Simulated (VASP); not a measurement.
Input of a VASP 6.6.1 run:

The input INCAR:

```
  ALGO = Normal
  EDIFF = 1E-6
  ENCUT = 520
  GGA = PE
  ISIF = 2
  ISMEAR = 0
  LASPH = T
  LCHARG = F
  LREAL = F
  LWAVE = F
  NBANDS = 36
  NELM = 100
  PREC = Accurate
  SIGMA = 0.05
```

Contents of KPOINTS:

```
k-points
0
Gamma
  1 1 1
```

The input POSCAR:

```
InSbH5
1.0
   15.0000000000      0.0000000000      0.0000000000
    0.0000000000     13.6000000000      0.0000000000
    0.0000000000      0.0000000000     13.9000000000
In Sb H
2 2 10
Direct
    0.4418224168      0.4663685151      0.3616723745
    0.6317704969      0.5135409478      0.6410271746
    0.5767102054      0.3817104055      0.4779186198
    0.3833102204      0.6200162480      0.5115735505
    0.4804497325      0.5496485515      0.2772230242
    0.3395133416      0.4073776319      0.3602298729
    0.5301331413      0.2702624880      0.5052271113
    0.6483753309      0.3357478546      0.3935018418
    0.5206007336      0.5579941252      0.6427089615
    0.7062651753      0.5881288354      0.5787941961
    0.6632216099      0.4332854489      0.7315719728
    0.4406420338      0.7224558307      0.5454775618
    0.3383962767      0.5928823991      0.6209145938
    0.2918610818      0.6838184388      0.4702448988
```

Potentials or basis: VASP PAW PBE potentials, release 64 (In_d, Sb, H).

Launch:

```sh
$ cat potpaw_PBE.64/In_d/POTCAR potpaw_PBE.64/Sb/POTCAR potpaw_PBE.64/H/POTCAR > POTCAR
$ mpirun -np 1 vasp_gam > vasp.out
```

(1) Predict the largest force.

(2) Estimate the gap between the frontier levels.

Answers

(1) 0.185 eV/Å.

(2) 3.85 eV.

Caveat: spin-orbit coupling is left out, which moves the levels of the heavy elements.
